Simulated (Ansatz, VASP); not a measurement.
Two plane-wave programs on NaI

The input INCAR:

```
PREC     = Accurate       # precision mode
ENCUT    = 520            # plane-wave cutoff, eV
EDIFF    = 1E-7           # SCF threshold, eV
ISMEAR   = 0              # smearing method
SIGMA    = 0.02           # smearing width, eV
LREAL    = F              # projectors in reciprocal space
LASPH    = T              # aspherical terms in the spheres
NELM     = 80             # most SCF steps
ALGO     = Normal         # electronic algorithm
ISIF     = 2              # what is computed and relaxed
LWAVE    = F              # write WAVECAR
LCHARG   = F              # write CHGCAR
GGA      = PE             # functional
NBANDS   = 14             # bands
```

KPOINTS

```
regular mesh
0
Gamma
  8 8 8
```

POSCAR

```
NaI
1.0
    3.6781865734      0.0000000000      0.0000000000
    0.0000000000      3.6781865734      0.0000000000
    0.0000000000      0.0000000000      3.6781865734
Na I
1 1
Direct
    0.0000000000      0.0000000000      0.0000000000
    0.5000000000      0.5000000000      0.5000000000
```

Input for Ansatz:

```yaml
crystal:
  lattice:
    - [3.6781865734, 0.0, 0.0]
    - [0.0, 3.6781865734, 0.0]
    - [0.0, 0.0, 3.6781865734]
  atoms:
    - { symbol: Na, position: [0.0, 0.0, 0.0] }
    - { symbol: I, position: [0.5, 0.5, 0.5] }
basis:
  ecutwfc: 420
kpoints:
  mp_grid: { grid: [8, 8, 8] }
hamiltonian:
  xc: pbe
scf:
  occupations: { method: gaussian, width: 0.02 }
output:
  forces: true
  stress: true
  eigenvalues: true
```

Alike in both runs: task single point; functional PBE; k mesh 8 × 8 × 8; occupations gaussian, width 0.02 eV; no spin polarisation.

|  | VASP | Ansatz |
| --- | --- | --- |
| version | VASP 6.6.1 | Ansatz 0.2.0 |
| potentials or method | VASP PAW PBE potentials, release 64 (Na_pv, I), cutoff 520 eV | scalar-relativistic, plane waves, PAW |
| valence electrons in the cell | 14 | 26 |

Ansatz gave:

| Quantity | Value |
| --- | --- |
| gap on the k mesh at the Fermi level (eV) | 2.02 |
| least direct gap on the mesh (eV) | 2.02 |
| pressure (GPa) | 10.0 |

Question: Estimate VASP's values.

Answer: gap on the k mesh at the Fermi level (eV): 2.01; least direct gap on the mesh (eV): 2.01; pressure (GPa): 10.0.

VASP's potentials hold 14 valence electrons a cell and Ansatz's 26, so a difference there can come from the potentials and not from the codes.

Spin-orbit coupling is off throughout.
